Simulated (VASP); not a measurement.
# TaN (P-62m) in VASP: settings compared, part 2 of 2

VASP 6.6.1. The steps go on from the part before.

## (3) Relaxation of cell and atoms, BLYP

The input, INCAR:

```
AGGAC    = 1.0          
AGGAX    = 1.0          
ALDAC    = 0.0          
ALDAX    = 1.0          
ALGO     = Normal         # electronic algorithm
EDIFF    = 1E-6           # SCF threshold, eV
EDIFFG   = -0.01          # ionic threshold
ENCUT    = 600            # plane-wave cutoff, eV
GGA      = B5             # functional
IBRION   = 2              # ionic algorithm
ISIF     = 3              # what is computed and relaxed
ISMEAR   = -1             # smearing method
LASPH    = T              # aspherical terms in the spheres
LCHARG   = F              # write CHGCAR
LREAL    = F              # projectors in reciprocal space
LWAVE    = F              # write WAVECAR
NELM     = 60             # most SCF steps
NSW      = 60             # ionic steps
PREC     = Accurate       # precision mode
SIGMA    = 0.05           # smearing width, eV
```

The input, KPOINTS:

```
k-points
0
Gamma
  6 6 9
```

The input, POSCAR:

```
TaN
1.0
    5.1960000000      0.0000000000      0.0000000000
   -2.5980000000      4.4998679981      0.0000000000
    0.0000000000      0.0000000000      2.9110000000
Ta N
3 3
Direct
    0.0000000000      0.0000000000      0.0000000000
    0.6666666667      0.3333333333      0.5000000000
    0.3333333333      0.6666666667      0.5000000000
    0.0000000000      0.3928500000      0.0000000000
    0.6071500000      0.6071500000      0.0000000000
    0.3928500000      0.0000000000      0.0000000000
```

Potentials or basis: VASP PAW PBE potentials, release 64 (Ta_pv, N).

Run with:

```
$ cat potpaw_PBE.64/Ta_pv/POTCAR potpaw_PBE.64/N/POTCAR > POTCAR
$ mpirun -np 1 vasp_std > vasp.out
```

OUTCAR:

```text
EDIFF = 1E-6
   EDIFFG = -0.01
   ENCUT = 600
   GGA = B5
   IBRION = 2
   ISIF = 3
   ISMEAR = -1
   LASPH = T
   LREAL = F
   NELM = 60
   NSW = 60
   PREC = Accurate

 ion  position               nearest neighbor table
   1  0.000  0.000  0.000-   6 2.04   5 2.04   4 2.04   3 3.33   2 3.33   2 3.33   3 3.33   2 3.33
                             2 3.33   3 3.33   3 3.33   2 3.33   2 3.33   3 3.33   3 3.33
   2  0.667  0.333  0.500-   4 2.16   4 2.16   6 2.16   6 2.16   5 2.16   5 2.16   3 3.00   3 3.00
                             3 3.00   1 3.33   1 3.33   1 3.33   1 3.33   1 3.33   1 3.33
   3  0.333  0.667  0.500-   6 2.16   6 2.16   4 2.16   4 2.16   5 2.16   5 2.16   2 3.00   2 3.00
                             2 3.00   1 3.33   1 3.33   1 3.33   1 3.33   1 3.33   1 3.33
   4  0.000  0.393  0.000-   1 2.04   2 2.16   2 2.16   3 2.16   3 2.16
   5  0.607  0.607  0.000-   1 2.04   3 2.16   3 2.16   2 2.16   2 2.16
   6  0.393  0.000  0.000-   1 2.04   3 2.16   3 2.16   2 2.16   2 2.16

  LATTYP: Found a hexagonal cell.
 ALAT       =     5.1960000000
 C/A-ratio  =     0.5602386451

  Lattice vectors:

 A1 = (   5.1960000000,   0.0000000000,   0.0000000000)
 A2 = (  -2.5980000000,   4.4998679981,   0.0000000000)
 A3 = (   0.0000000000,   0.0000000000,   2.9110000000)

Analysis of symmetry for initial positions (statically):
=====================================================================
 Subroutine PRICEL returns:
 Original cell was already a primitive cell.

 Routine SETGRP: Setting up the symmetry group for a
 hexagonal supercell.

 Subroutine GETGRP returns: Found 12 space group operations
 (whereof 12 operations were pure point group operations)
 out of a pool of 24 trial point group operations.

The static configuration has the point symmetry D_3h.

Analysis of symmetry for dynamics (positions and initial velocities):
=====================================================================
 Subroutine PRICEL returns:
 Original cell was already a primitive cell.

 Routine SETGRP: Setting up the symmetry group for a
 hexagonal supercell.

 Subroutine GETGRP returns: Found 12 space group operations
 (whereof 12 operations were pure point group operations)
 out of a pool of 24 trial point group operations.

The dynamic configuration has the point symmetry D_3h.

 Subroutine INISYM returns: Found 12 space group operations
 (whereof 12 operations are pure point group operations),
 and found     1 'primitive' translations

----------------------------------------------------------------------------------------

                                     Primitive cell

  volume of cell :      68.0630

  direct lattice vectors                    reciprocal lattice vectors
     5.196000000  0.000000000  0.000000000     0.192455735  0.111114371  0.000000000
    -2.598000000  4.499867998  0.000000000     0.000000000  0.222228741  0.000000000
     0.000000000  0.000000000  2.911000000     0.000000000  0.000000000  0.343524562

  length of vectors
     5.196000000  5.196000000  2.911000000     0.222228741  0.222228741  0.343524562

  position of ions in fractional coordinates (direct lattice)
     0.000000000  0.000000000  0.000000000
     0.666666667  0.333333333  0.500000000
     0.333333333  0.666666667  0.500000000
     0.000000000  0.392850000  0.000000000
[... 78 lines left out ...]
   LNONCOLLINEAR =      F non collinear calculations
   LSORBIT =      F    spin-orbit coupling
   LASPH  =      T    aspherical Exc in radial PAW
   ENCUT  =  600.0 eV  44.10 Ry    6.64 a.u.  10.38 10.38  5.81*2*pi/ulx,y,z
   NELM   =     60;   NELMIN=  2; NELMDL= -5     # of ELM steps
   EDIFF  = 0.1E-05   stopping-criterion for ELM
   LREAL  =      F    real-space projection
   EDIFFG = -.1E-01   stopping-criterion for IOM
   NSW    =     60    number of steps for IOM
   IBRION =      2    ionic relax: 0-MD 1-quasi-New 2-CG
   NFREE  =      1    steps in history (QN), initial steepest desc. (CG)
   ISIF   =      3    stress and relaxation
   ISYM   =      2    0-nonsym 1-usesym 2-fastsym
   POTIM  = 0.5000    time-step for ionic-motion
   TEBEG  =    0.0;   TEEND  =   0.0 temperature during run
   PSTRESS=    0.0 pullay stress
   NELECT =      48.0000    total number of electrons
   NUPDOWN=      -1.0000    fix difference up-down
   EMIN   =  10.00;   EMAX   =-10.00  energy-range for DOS
   EFERMI =   0.00;   METHOD = LEGACY
   ISMEAR =    -1;   SIGMA  =   0.05  broadening in eV -4-tet -1-fermi 0-gaus
   EFERMI_NEDOS =   21; number of points for ismear=-14 and -15
   IALGO  =     38    algorithm
   IMIX   =      4    mixing-type and parameters
     AMIX     =   0.40;   BMIX     =  1.00
     AMIX_MAG =   1.60;   BMIX_MAG =  1.00
  volume/ion in A,a.u.               =      11.34        76.55
  Fermi-wavevector in a.u.,A,eV,Ry     =   1.457197  2.753703 28.890916  2.123422
  Thomas-Fermi vector in A             =   2.574026
   LORBIT       =      0    0 simple, 1 ext, 2 COOP (PROOUT), +10 PAW based schemes
   GGA     = B5    functional components
   LHFCALC =     F    Hartree Fock is set to
   AEXX    =    0.0000 exact exchange contribution
   IVDW    =     0    specifies the selected vdW correction
   LEPSILON=     F    determine dielectric tensor
   LRPA    =     F    only Hartree local field effects (RPA)
 conjugate gradient relaxation of ions
 non-spin polarized calculation
  energy-cutoff  :      600.00
  volume of cell :       68.06
 maximum number of plane-waves:      2304
 NGX is ok and might be reduce to    42
   NGX = 21   NGY = 21   NGZ = 11

--------------------------------------- Ionic step        1  -------------------------------------------

 number of electron      48.0000003 magnetization

 Free energy of the ion-electron system (eV)
  ---------------------------------------------------
  ext. energy  EPLUGINS =         0.00000000
  ---------------------------------------------------
  free energy    TOTEN  =       -61.58127815 eV

  energy without entropy =      -61.57449668  energy(sigma->0) =      -61.57788741

------------------------ aborting loop because EDIFF is reached ----------------------------------------

  FORCE on cell =-STRESS in cart. coord.  units (eV):
  Direction    XX          YY          ZZ          XY          YZ          ZX
  --------------------------------------------------------------------------------------
  -------------------------------------------------------------------------------------
  Total        7.4949343      7.4949343      6.8746259      0.0000000      0.0000000     -0.0000000
  in kB      176.4279103    176.4279103    161.8260867      0.0000000      0.0000000     -0.0000000
  external PRESSURE =     171.5606358 kB  Pullay stress =       0.0000000 kB
[... 101 lines left out ...]
  FREE ENERGIE OF THE ION-ELECTRON SYSTEM (eV)
  ---------------------------------------------------
  free  energy   TOTEN  =       -61.7723094186 eV

  energy  without entropy=      -61.7651626676  energy(sigma->0) =      -61.76873604

[... ionic steps 4 to 8 ...]

--------------------------------------- Ionic step        9  -------------------------------------------

 number of electron      48.0000001 magnetization

------------------------ aborting loop because EDIFF is reached ----------------------------------------
[... 75 lines left out ...]
--------------------------------------- Ionic step       11  -------------------------------------------

 number of electron      48.0000000 magnetization

 Free energy of the ion-electron system (eV)
  ---------------------------------------------------
  ext. energy  EPLUGINS =         0.00000000
  ---------------------------------------------------
  free energy    TOTEN  =       -61.77946468 eV

  energy without entropy =      -61.77266367  energy(sigma->0) =      -61.77606417

 E-fermi :   8.2120     XC(G=0): -12.0401

 val. band max:        8.1969576000   @ k =   0.1667   0.0000   0.2222
 cond. band min:       8.2560139060   @ k =   0.1667   0.0000   0.0000
 fundamental gap:      0.0590563060
 Fermi energy:         8.2120015682

 k-point     1 :       0.0000    0.0000    0.0000
  band No.  band energies     occupation
      1     -27.9086      2.00000
      2     -27.9086      2.00000
      3     -27.6096      2.00000
      4     -27.6096      2.00000
      5     -27.4635      2.00000
      6     -27.3810      2.00000
[... 733 lines left out ...]
     27      10.2035      0.00000
     28      10.3361      0.00000

 [... further k-points ...]

------------------------ aborting loop because EDIFF is reached ----------------------------------------

  FORCE on cell =-STRESS in cart. coord.  units (eV):
  Direction    XX          YY          ZZ          XY          YZ          ZX
  --------------------------------------------------------------------------------------
  -------------------------------------------------------------------------------------
  Total        0.0021955      0.0021955     -0.0042158      0.0000000      0.0000000      0.0000000
  in kB        0.0489144      0.0489144     -0.0939251      0.0000000      0.0000000      0.0000000
  external PRESSURE =       0.0013012 kB  Pullay stress =       0.0000000 kB
[... 21 lines left out ...]
  FREE ENERGIE OF THE ION-ELECTRON SYSTEM (eV)
  ---------------------------------------------------
  free  energy   TOTEN  =       -61.7794646787 eV

  energy  without entropy=      -61.7726636683  energy(sigma->0) =      -61.77606417

 reached required accuracy - stopping structural energy minimisation
```

Run time: 14 min. Hardware: 1 thread of Intel Xeon 8259CL, shared host; peak memory 0.26 GiB.

Results:

```yaml
Free_energy: -61.7795 eV
Relaxed_volume: 11.99 Å³/atom
Relaxed_cell: a = 5.305 Å, b = 5.305 Å, c = 2.950 Å, α = 90.00°, β = 90.00°, γ = 120.00°
Space_group_after_relaxing_to_0.1_Å: P-62m (No. 189)
Energy_gained_by_relaxing: 33.0 meV/atom
Ionic_steps: 11
Pressure_after_relaxing: 0.0 GPa
Band_gap_on_the_k_mesh: zero (bands 24 and 25 overlap by 2.92 eV)
```

The path:
| step | energy change (eV) | largest force (eV/Å) | pressure (GPa) | volume (Å³) |
| --- | --- | --- | --- | --- |
| 1 | 0.0000 | 0.0158 | 17.16 | 68.06 |
| 2 | 0.6114 | 0.6136 | -25.92 | 80.74 |
| 3 | -0.1910 | 0.2431 | -0.66 | 71.96 |
| 4 | -0.1913 | 0.2352 | -0.09 | 71.82 |
| 5 | -0.1913 | 0.2312 | 0.20 | 71.74 |
| 6 | -0.1973 | 0.0896 | 0.27 | 71.81 |
| 7 | -0.1979 | 0.0311 | 0.29 | 71.83 |
| 8 | -0.1980 | 0.0045 | -0.49 | 72.05 |
| 9 | -0.1981 | 0.0122 | -0.15 | 71.95 |
| 10 | -0.1982 | 0.0113 | 0.12 | 71.88 |
| 11 | -0.1982 | 0.0009 | 0.00 | 71.91 |

Final structure:
```
CELL_PARAMETERS angstrom
5.30521 0.00000 0.00000
-2.65261 4.59445 0.00000
0.00000 0.00000 2.95032
ATOMIC_POSITIONS crystal
Ta 0.00000 0.00000 0.00000
Ta 0.66667 0.33333 0.50000
Ta 0.33333 0.66667 0.50000
N 0.00000 0.38993 0.00000
N 0.61007 0.61007 0.00000
N 0.38993 0.00000 0.00000
```

Caveat: the PAW data sets were made with another functional, which shifts forces and pressure a little; spin-orbit coupling is left out, which moves the levels of the heavy elements. Zero-point motion and thermal expansion aren't in these numbers.
